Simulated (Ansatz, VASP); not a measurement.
Pt: VASP beside Ansatz

INCAR

```
SYSTEM = Pt
PREC     = Accurate       ! precision mode
ENCUT    = 520            ! plane-wave cutoff, eV
EDIFF    = 1E-6           ! SCF threshold, eV
ISMEAR   = -1             ! smearing method
SIGMA    = 0.05           ! smearing width, eV
LREAL    = .False.        ! projectors in reciprocal space
LASPH    = .True.         ! aspherical terms in the spheres
NELM     = 150            ! most SCF steps
ALGO     = Normal         ! electronic algorithm
ISIF     = 2              ! what is computed and relaxed
LWAVE    = .False.        ! write WAVECAR
LCHARG   = .True.         ! write CHGCAR
MAGMOM   = 0 0 1          ! initial moments
LORBIT   = 11             ! projections on sites
LSORBIT  = .True.         ! spin-orbit coupling
GGA_COMPAT= .False.      
LORBMOM  = .True.       
LMAXMIX  = 4              ! l up to which the mixer works
GGA      = B5             ! functional
ALDAX    = 1.0          
AGGAX    = 1.0          
AGGAC    = 1.0          
ALDAC    = 0.0          
LVHAR    = .True.       
NBANDS   = 21             ! bands
```

File KPOINTS:

```
Automatic mesh
0
Gamma
  13 13 13
  0 0 0
```

The input POSCAR:

```
Pt
1.0
    0.0000000000      2.0255415880      2.0255415880
    2.0255415880      0.0000000000      2.0255415880
    2.0255415880      2.0255415880      0.0000000000
Pt
1
Direct
    0.0000000000      0.0000000000      0.0000000000
```

Input for Ansatz:

```yaml
crystal:
  lattice:
    - [0.0, 2.0255415881, 2.0255415881]
    - [2.0255415881, 0.0, 2.0255415881]
    - [2.0255415881, 2.0255415881, 0.0]
  atoms:
    - { symbol: Pt, position: [0.0, 0.0, 0.0], spin: 1.0, spin_axis: [0, 0, 1] }
hamiltonian:
  xc: blyp
  pseudopotentials:
    kind: paw_fr
    azcp:
      Pt: "pseudopotentials/Pt.paw.azcp"
basis:
  ecutwfc: 420
  fft_grid_basis: typed
kpoints:
  mp_grid: { grid: [13, 13, 13], shift: [0, 0, 0] }
magnetization:
  noncollinear: true
  spin_orbit: true
scf:
  occupations: { method: fermi_dirac, width: 0.05 }
```

Alike in both runs: task single point; functional BLYP; k mesh 13 × 13 × 13; occupations fermi-dirac, width 0.05 eV; non-collinear spin, spin-orbit coupling.

```csv
,VASP,Ansatz
version,VASP 6.6.1,Ansatz 0.2.0
potentials or method,"VASP PAW PBE potentials, release 64 (Pt), cutoff 520 eV","plane waves (420 eV) with PAW, fully relativistic with spin-orbit coupling"
valence electrons in the cell,10,18
```

|  | VASP | Ansatz | Ansatz less VASP |
| --- | --- | --- | --- |
| net moment per atom (μB) | 0.01 | 0.00 | -0.008 |

VASP's potentials were made for PBE, not for BLYP. The functional is the same, so the differences come from potentials, cutoffs and numerics. VASP's potentials hold 10 valence electrons a cell and Ansatz's 18, so a difference there can come from the potentials and not from the codes. Ansatz's warnings: seeded moment not kept.
